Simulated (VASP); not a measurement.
Runs of VASP 6.6.1 on CdF2. The structure is that of space group Fm-3m (No. 225), or close to it. The cells are those of the table. 

```csv
cell,gap on the mesh (eV),pressure (GPa)
"a = 3.753, b = 3.753, c = 3.696 Å, angles 60.5, 60.5, 59.0°, 3 atoms",3.94,9.4
"a = 3.867, b = 3.867, c = 3.924 Å, angles 59.5, 59.5, 61.0°, 3 atoms",3.50,-5.1
"a = 3.867, b = 3.867, c = 3.810 Å, angles 60.5, 60.5, 59.0°, 3 atoms",(b),-2.3
"a = 3.724, b = 3.724, c = 3.696 Å, angles 60.3, 60.3, 59.5°, 3 atoms",4.01,11.9
"a = 3.753, b = 3.753, c = 3.810 Å, angles 59.5, 59.5, 61.0°, 3 atoms",(c),4.9
"a = 3.812, b = 3.812, c = 3.696 Å, angles 61.0, 61.0, 58.0°, 3 atoms",3.77,5.0
"a = 3.696 Å, angles 60.0°, 3 atoms",(a),14.6
"a = 3.924 Å, angles 60.0°, 3 atoms",3.43,-7.5
```

Alike in all rows: task single point; level r2SCAN; potentials or basis VASP PAW PBE potentials, release 64 (Cd, F); no spin polarisation; k mesh 8 × 8 × 8; cutoff (eV) 520; smearing gaussian 0.05 eV.

Problem. Fill in the values left out.

Solution. (a) 4.08; (b) 3.61; (c) 3.83.

Caveats: the PAW data sets were made with another functional, which shifts forces and pressure a little; the cell stands under pressure (at least some runs); the cell stands under tension (at least some runs).

A k mesh can miss the band edges, and the runs leave out spin-orbit coupling on Cd.
